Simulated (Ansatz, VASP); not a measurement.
One calculation of Ba, two programs

File INCAR:

```
SYSTEM = Ba
PREC     = Accurate       ! precision mode
ENCUT    = 520            ! plane-wave cutoff, eV
EDIFF    = 1E-6           ! SCF threshold, eV
ISMEAR   = -1             ! smearing method
SIGMA    = 0.05           ! smearing width, eV
LREAL    = .False.        ! projectors in reciprocal space
LASPH    = .True.         ! aspherical terms in the spheres
NELM     = 80             ! most SCF steps
ALGO     = Normal         ! electronic algorithm
ISIF     = 2              ! what is computed and relaxed
LWAVE    = .False.        ! write WAVECAR
LCHARG   = .True.         ! write CHGCAR
GGA      = PE             ! functional
LELF     = .True.         ! ELF
LVHAR    = .True.       
NBANDS   = 11             ! bands
```

Contents of KPOINTS:

```
regular mesh
0
Gamma
  6 6 6
  0 0 0
```

The input POSCAR:

```
Ba
1.0
   -2.5065000000      2.5065000000      2.5065000000
    2.5065000000     -2.5065000000      2.5065000000
    2.5065000000      2.5065000000     -2.5065000000
Ba
1
Direct
    0.0000000000      0.0000000000      0.0000000000
```

File input.yaml:

```yaml
crystal:
  lattice:
    - [-2.5065, 2.5065, 2.5065]
    - [2.5065, -2.5065, 2.5065]
    - [2.5065, 2.5065, -2.5065]
  atoms:
    - { symbol: Ba, position: [0.0, 0.0, 0.0] }
kpoints:
  mp_grid: { grid: [6, 6, 6] }
  band_path:
    path:
      - [0.0, 0.0, 0.0]
      - [0.5, -0.5, 0.5]
      - [0.0, 0.0, 0.5]
      - [0.0, 0.0, 0.0]
      - [0.25, 0.25, 0.25]
      - [0.5, -0.5, 0.5]
    npoints: 6
scf:
  occupations: { method: fermi_dirac, width: 0.05 }
hamiltonian:
  xc: pbe
  pseudopotentials: { kind: all_electron, lapw: { basis_error: 0.001 } }
output:
  forces: true
  stress: true
  eigenvalues: true
```

Alike in both runs: functional PBE; k mesh 6 × 6 × 6; occupations fermi-dirac, width 0.05 eV; no spin polarisation.

```csv
,VASP,Ansatz
version,VASP 6.6.1,Ansatz 0.2.0
potentials or method,"VASP PAW PBE potentials, release 64 (Ba_sv), cutoff 520 eV","all-electron LAPW, scalar-relativistic"
task,single point,band structure
```

Ansatz gave:

```
gap on the k mesh at the Fermi level (eV) : none
pressure (GPa)                            : 0.1
```

Q: Estimate VASP's values.

A: gap on the k mesh at the Fermi level (eV): none; pressure (GPa): 0.2.

A gap of «none» marks a metal or a gap that the smearing closes. Ansatz ran all-electron here, and VASP with PAW potentials.

Neither program's run includes spin-orbit coupling. Noted on Ansatz's run: the k mesh is thin for a metal, which can move the energy by tens of meV per atom.
